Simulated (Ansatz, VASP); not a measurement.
Two plane-wave programs on FeCoC4N4

```
CELL_PARAMETERS angstrom
5.81021 0.00000 0.00000
0.00000 5.81021 0.00000
0.00000 0.00000 5.81021
ATOMIC_POSITIONS crystal
Fe 0.50000 0.50000 0.50000
Co 0.00000 0.00000 0.00000
C 0.19030 0.19030 0.19030
C 0.19030 0.80970 0.80970
C 0.80970 0.19030 0.80970
C 0.80970 0.80970 0.19030
N 0.30701 0.30701 0.30701
N 0.30701 0.69299 0.69299
N 0.69299 0.30701 0.69299
N 0.69299 0.69299 0.30701
```

Alike in both runs: functional PBE; k mesh 6 × 6 × 6; occupations gaussian, width 0.1 eV; collinear spin.

Ansatz relaxed the structure, and its values are those at the end. VASP's run is a single point on that final structure, the one shown.

|  | VASP | Ansatz |
| --- | --- | --- |
| version | VASP 6.6.1 | Ansatz 0.2.0 |
| potentials or method | VASP PAW PBE potentials, release 64 (Fe, Co, C, N), cutoff 520 eV | scalar-relativistic, plane waves, PAW |
| valence electrons in the cell | 53 | 69 |

```tsv
	VASP	Ansatz	Ansatz less VASP
gap on the k mesh at the Fermi level (eV)	none	none	-
pressure (GPa)	0.2	0.0	-0.22
rms of the force components (eV/Å)	0.162	0.002	-0.1592
net moment per atom (μB)	0.11	0.70	+0.589
size of the moment on the site where the two differ most (μB)	2.04	1.94	-0.098
```

The net moments are unlike, so the other rows may belong to different states. Site moments also hang on the region over which each program counts them. A gap of «none» marks a metal or a gap that the smearing closes. VASP's potentials hold 53 valence electrons a cell and Ansatz's 69, so a difference there can come from the potentials and not from the codes.

Noted on VASP's run: the standard files for N, O and F lose accuracy on very short bonds.
